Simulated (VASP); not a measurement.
# Fe (P6_3/mmc) in VASP: further runs, part 2 of 3

VASP 6.6.1.

## Step 3: Relaxation of cell and atoms, PBE

This run uses another cell than the first one, of 12.65 Å³/atom, 0.989 times its volume.

INCAR

```
SYSTEM = Fe
PREC     = Accurate       ! precision mode
ENCUT    = 600            ! plane-wave cutoff, eV
EDIFF    = 1E-6           ! SCF threshold, eV
ISMEAR   = 0              ! smearing method
SIGMA    = 0.1            ! smearing width, eV
LREAL    = .False.        ! projectors in reciprocal space
LASPH    = .True.         ! aspherical terms in the spheres
NELM     = 100            ! most SCF steps
ALGO     = Normal         ! electronic algorithm
ISIF     = 3              ! what is computed and relaxed
LWAVE    = .False.        ! write WAVECAR
LCHARG   = .False.        ! write CHGCAR
GGA      = PE             ! functional
IBRION   = 2              ! ionic algorithm
NSW      = 90             ! ionic steps
EDIFFG   = -0.04          ! ionic threshold
```

KPOINTS

```
Automatic mesh
0
Gamma
  9 9 2
  0 0 0
```

POSCAR

```
Fe
1.0
    2.7785376220      0.0000000000      0.0000000000
   -1.3892688110      2.4062841661      0.0000000000
    0.0000000000      0.0000000000      7.5675618161
Fe
4
Direct
    0.0000000000      0.0000000000      0.2500000000
    0.0000000000      0.0000000000      0.7500000000
    0.3333333333      0.6666666667      0.7500000000
    0.6666666667      0.3333333333      0.2500000000
```

Potentials or basis: VASP PAW PBE potentials, release 64 (Fe).

Started as:

```bash
> cat potpaw_PBE.64/Fe/POTCAR > POTCAR
> mpirun -np 1 vasp_std > vasp.out
```

OUTCAR:

```text
SYSTEM = Fe
   PREC = Accurate
   ENCUT = 600
   EDIFF = 1E-6
   ISMEAR = 0
   LREAL = .False.
   LASPH = .True.
   NELM = 100
   ISIF = 3
   GGA = PE
   IBRION = 2
   NSW = 90
   EDIFFG = -0.04

 ion  position               nearest neighbor table
   1  0.000  0.000  0.250-   4 1.60   4 1.60   4 1.60
   2  0.000  0.000  0.750-   3 1.60   3 1.60   3 1.60
   3  0.333  0.667  0.750-   2 1.60   2 1.60   2 1.60
   4  0.667  0.333  0.250-   1 1.60   1 1.60   1 1.60

  LATTYP: Found a hexagonal cell.
 ALAT       =     2.7785376220
 C/A-ratio  =     2.7235772358

  Lattice vectors:

 A1 = (   2.7785376220,   0.0000000000,   0.0000000000)
 A2 = (  -1.3892688110,   2.4062841661,   0.0000000000)
 A3 = (   0.0000000000,   0.0000000000,   7.5675618161)

Analysis of symmetry for initial positions (statically):
[... 785 lines left out ...]
  Total      -43.5919255    -43.5919255     -8.9882246      0.0000000      0.0000000      0.0000000
  in kB     -405.7208077   -405.7208078    -83.6556241      0.0000000      0.0000000      0.0000000
  external PRESSURE =    -298.3657466 kB  Pullay stress =       0.0000000 kB
[... 1178 lines left out ...]
     19       4.3544      0.00000
     20       4.3544      0.00000

[... ionic steps 4 to 15 ...]

--------------------------------------- Ionic step       16  -------------------------------------------

 number of electron      32.0000055 magnetization

------------------------ aborting loop because EDIFF is reached ----------------------------------------
[... 71 lines left out ...]
--------------------------------------- Ionic step       18  -------------------------------------------

 number of electron      32.0000041 magnetization

 Free energy of the ion-electron system (eV)
  ---------------------------------------------------
  ext. energy  EPLUGINS =         0.00000000
  ---------------------------------------------------
  free energy    TOTEN  =       -28.32559714 eV

  energy without entropy =      -28.28292292  energy(sigma->0) =      -28.30426003

 E-fermi :   5.0478     XC(G=0): -12.3342

 val. band max:        5.0256166025   @ k =   0.0000   0.0000   0.0000
 cond. band min:       5.0560723944   @ k =   0.1111   0.0000   0.5000
 fundamental gap:      0.0304557919
 Fermi energy:         5.0478276615
[... 581 lines left out ...]
  FREE ENERGIE OF THE ION-ELECTRON SYSTEM (eV)
  ---------------------------------------------------
  free  energy   TOTEN  =       -28.3255971365 eV

  energy  without entropy=      -28.2829229230  energy(sigma->0) =      -28.30426003

 reached required accuracy - stopping structural energy minimisation
```

OSZICAR:

```text
N       E                     dE             d eps       ncg     rms          rms(c)
DAV:   1     0.297497427663E+03    0.29750E+03   -0.16561E+04   960   0.236E+03
DAV:   2     0.212598068141E+02   -0.27624E+03   -0.26103E+03   960   0.418E+02
DAV:   3    -0.814353272425E+01   -0.29403E+02   -0.27708E+02  1300   0.168E+02
DAV:   4    -0.952258054109E+01   -0.13790E+01   -0.13398E+01  1120   0.455E+01
[... 318 lines left out ...]
DAV:   2    -0.283259653792E+02    0.19338E-02   -0.24223E-02  1152   0.213E+00    0.120E-01
DAV:   3    -0.283257551854E+02    0.21019E-03   -0.25601E-03  1252   0.859E-01    0.162E-01
DAV:   4    -0.283256295891E+02    0.12560E-03   -0.52201E-04  1416   0.504E-01    0.430E-02
DAV:   5    -0.283255980689E+02    0.31520E-04   -0.59954E-05  1092   0.876E-02    0.123E-02
DAV:   6    -0.283255971365E+02    0.93239E-06   -0.85346E-06  1316   0.300E-02
  18 F= -.28325597E+02 E0= -.28304260E+02  d E =-.110120E+00
```

Run time: 5.3 min. Hardware: 1 thread of Intel Xeon 6975P-C (Granite Rapids), shared host; peak memory 0.18 GiB.

Results:

| Quantity | Value |
| --- | --- |
| Free energy | -28.3256 eV |
| Relaxed volume | 12.70 Å³/atom |
| Relaxed cell | a = 3.709 Å, b = 3.709 Å, c = 4.264 Å, α = 90.00°, β = 90.00°, γ = 120.00° |
| Space group after relaxing (to 0.05 Å) | P6_3/mmc (No. 194) |
| Energy gained by relaxing | 4899.9 meV/atom |
| Ionic steps | 18 |
| Pressure after relaxing | 0.0 GPa |

Step by step:
| step | energy change (eV) | largest force (eV/Å) | pressure (GPa) | volume (Å³) |
| --- | --- | --- | --- | --- |
| 1 | 0.0000 | 0.0000 | 148.60 | 50.60 |
| 2 | -0.9487 | 0.0000 | -29.84 | 172.14 |
| 3 | -13.7129 | 0.0000 | -14.94 | 96.44 |
| 4 | -14.3522 | 0.0000 | -11.32 | 89.71 |
| 5 | -14.6505 | 0.0000 | 0.92 | 78.86 |
| 6 | -14.6974 | 0.0000 | -3.80 | 82.05 |
| 7 | -14.6989 | 0.0000 | -2.89 | 81.35 |
| 8 | -14.9700 | 0.0000 | -3.78 | 77.58 |
| 9 | -16.5227 | 0.0000 | -7.05 | 66.19 |
| 10 | -18.5549 | 0.0000 | 45.17 | 42.85 |
| 11 | -18.5408 | 0.0000 | -5.05 | 56.00 |
| 12 | -19.3761 | 0.0000 | 7.73 | 49.45 |
| 13 | -19.4020 | 0.0000 | 13.00 | 48.03 |
| 14 | -19.4873 | 0.0000 | 12.46 | 47.88 |
| 15 | -19.4893 | 0.0000 | 12.59 | 47.82 |
| 16 | -19.5718 | 0.0000 | 5.99 | 49.26 |
| 17 | -19.5992 | 0.0000 | -0.50 | 50.93 |
| 18 | -19.5994 | 0.0000 | -0.04 | 50.79 |

Final structure:
```cif
data_structure
_symmetry_space_group_name_H-M 'P 1'
_symmetry_Int_Tables_number 1
_cell_length_a 3.7086
_cell_length_b 3.7086
_cell_length_c 4.2644
_cell_angle_alpha 90.000
_cell_angle_beta 90.000
_cell_angle_gamma 120.000
_cell_volume 50.79
loop_
_atom_site_label
_atom_site_type_symbol
_atom_site_fract_x
_atom_site_fract_y
_atom_site_fract_z
_atom_site_occupancy
Fe1 Fe 0.00000 0.00000 0.25000 1
Fe2 Fe 0.00000 0.00000 0.75000 1
Fe3 Fe 0.33333 0.66667 0.75000 1
Fe4 Fe 0.66667 0.33333 0.25000 1
```

Caveat: the k points lie up to 0.74 Å⁻¹ apart in the final cell; the bands computed are all filled at some k points, so no gap is given; the run has no spin polarisation, though such a crystal can be magnetic.

## Step 4: Single point, PBE, collinear spin, ferromagnetic start

This run uses another cell than the first one, of 12.03 Å³/atom, 0.941 times its volume.

INCAR

```
SYSTEM = Fe
PREC     = Accurate       ! precision mode
ENCUT    = 520            ! plane-wave cutoff, eV
EDIFF    = 1E-6           ! SCF threshold, eV
ISMEAR   = 0              ! smearing method
SIGMA    = 0.1            ! smearing width, eV
LREAL    = .FALSE.        ! projectors in reciprocal space
LASPH    = .TRUE.         ! aspherical terms in the spheres
NELM     = 150            ! most SCF steps
ALGO     = Normal         ! electronic algorithm
ISIF     = 2              ! what is computed and relaxed
LWAVE    = .FALSE.        ! write WAVECAR
LCHARG   = .FALSE.        ! write CHGCAR
ISPIN    = 2              ! spin polarisation
MAGMOM   = 2.86 2.86 2.86 2.86 ! initial moments
LORBIT   = 11             ! projections on sites
LMAXMIX  = 4              ! l up to which the mixer works
GGA      = PE             ! functional
NBANDS   = 28             ! bands
```

KPOINTS

```
regular mesh
0
G
  21 21 6
  0 0 0
```

POSCAR

```
Fe
1.0
    2.5314340870      0.0000000000      0.0000000000
   -1.2657170435      2.1922862273      0.0000000000
    0.0000000000      0.0000000000      8.6690958296
Fe
4
Direct
    0.0000000000      0.0000000000      0.0000000000
    0.0000000000      0.0000000000      0.5000000000
    0.3333333333      0.6666666667      0.7500000000
    0.6666666667      0.3333333333      0.2500000000
```

Started as:

```bash
> cat potpaw_PBE.64/Fe/POTCAR > POTCAR
> mpirun -np 1 vasp_std > vasp.out
```

Wall time 4.3 min (1 thread of Intel Xeon 6975P-C (Granite Rapids), shared host); peak memory 0.44 GiB.

Results (log left out):

- Free energy: -32.2871 eV
- Pressure: -0.2 GPa
- Net moment: 10.28 μB per cell
- Site moments: Fe +2.56 μB
- Valence electrons inside the program's atomic spheres: Fe 7.17, 7.16

Stress tensor (GPa, compression positive):
```
-0.31  0.00  0.00
 0.00 -0.31  0.00
 0.00  0.00 -0.06
```

Levels at points of the mesh, in eV from the Fermi level:
Spin up:
```csv
k point,band 17,band 18,band 19,band 20,band 21,band 22,band 23,band 24,band 25,band 26
"(0.00, 0.00, 0.00)",-1.56,-1.21,-1.21,-1.05,-1.05,-0.67,-0.67,-0.63,5.40,12.81
"(0.00, 0.00, 0.50)",-1.41,-1.41,-1.41,-1.41,-0.82,-0.82,-0.82,-0.82,7.96,7.96
```
Spin down:
| k point | band 8 | band 9 | band 10 | band 11 | band 12 | band 13 | band 14 | band 15 |
| --- | --- | --- | --- | --- | --- | --- | --- | --- |
| (0.00, 0.00, 0.00) | -0.43 | 0.00 | 0.00 | 0.02 | 0.02 | 0.22 | 0.22 | 0.26 |
| (0.00, 0.00, 0.50) | -0.61 | 0.05 | 0.05 | 0.05 | 0.05 | 0.19 | 0.19 | 0.19 |

## Step 5: Single point, PBE, collinear spin, ferromagnetic start

This run uses another cell than the first one, of 12.05 Å³/atom, 0.942 times its volume.

INCAR

```
SYSTEM = Fe
PREC     = Accurate       ! precision mode
ENCUT    = 520            ! plane-wave cutoff, eV
EDIFF    = 1E-6           ! SCF threshold, eV
ISMEAR   = 0              ! smearing method
SIGMA    = 0.1            ! smearing width, eV
LREAL    = .False.        ! projectors in reciprocal space
LASPH    = .True.         ! aspherical terms in the spheres
NELM     = 150            ! most SCF steps
ALGO     = Normal         ! electronic algorithm
ISIF     = 2              ! what is computed and relaxed
LWAVE    = .False.        ! write WAVECAR
LCHARG   = .False.        ! write CHGCAR
ISPIN    = 2              ! spin polarisation
MAGMOM   = 2.97 2.97 2.95 2.95 ! initial moments
LORBIT   = 11             ! projections on sites
LMAXMIX  = 4              ! l up to which the mixer works
GGA      = PE             ! functional
NBANDS   = 28             ! bands
```

KPOINTS

```
regular mesh
0
Gamma
  9 9 2
  0 0 0
```

POSCAR

```
Fe
1.0
    2.5269594985      0.0000000000      0.0000000000
   -1.2634797493      2.1884111201      0.0000000000
    0.0000000000      0.0000000000      8.7138798994
Fe
4
Direct
    0.0000000000      0.0000000000      0.0000000000
    0.0000000000      0.0000000000      0.5000000000
    0.3333333333      0.6666666667      0.7500000000
    0.6666666667      0.3333333333      0.2500000000
```

Started as:

```bash
> cat potpaw_PBE.64/Fe/POTCAR > POTCAR
> mpirun -np 1 vasp_std > vasp.out
```

It took 43 s on 1 thread of Intel Xeon 6975P-C (Granite Rapids), shared host; peak memory 0.2 GiB.

Results (log left out):

- Free energy: -32.2741 eV
- Pressure: -0.2 GPa
- Net moment: 10.30 μB per cell
- Site moments: Fe +2.56, +2.57 μB
- Valence electrons inside the program's atomic spheres: Fe 7.16

Stress tensor (GPa, compression positive):
```
-0.38  0.00  0.00
 0.00 -0.38  0.00
 0.00  0.00  0.03
```

Levels at points of the mesh, in eV from the Fermi level:
Spin up:
| k point | band 19 | band 20 | band 21 | band 22 | band 23 | band 24 |
| --- | --- | --- | --- | --- | --- | --- |
| (0.00, 0.00, 0.00) | -1.20 | -1.05 | -1.05 | -0.69 | -0.68 | -0.68 |
| (0.00, 0.00, 0.50) | -1.40 | -1.40 | -0.82 | -0.82 | -0.82 | -0.82 |
Spin down:
```
           k point  band 7  band 8  band 9  band 10  band 11  band 12  band 13  band 14
(0.00, 0.00, 0.00)   -0.52   -0.47    0.01     0.01     0.03     0.03     0.22     0.22
(0.00, 0.00, 0.50)   -0.64   -0.64    0.05     0.05     0.05     0.05     0.19     0.19
```

Caveat: the k points lie up to 0.36 Å⁻¹ apart.

[end of part 2 of 3]
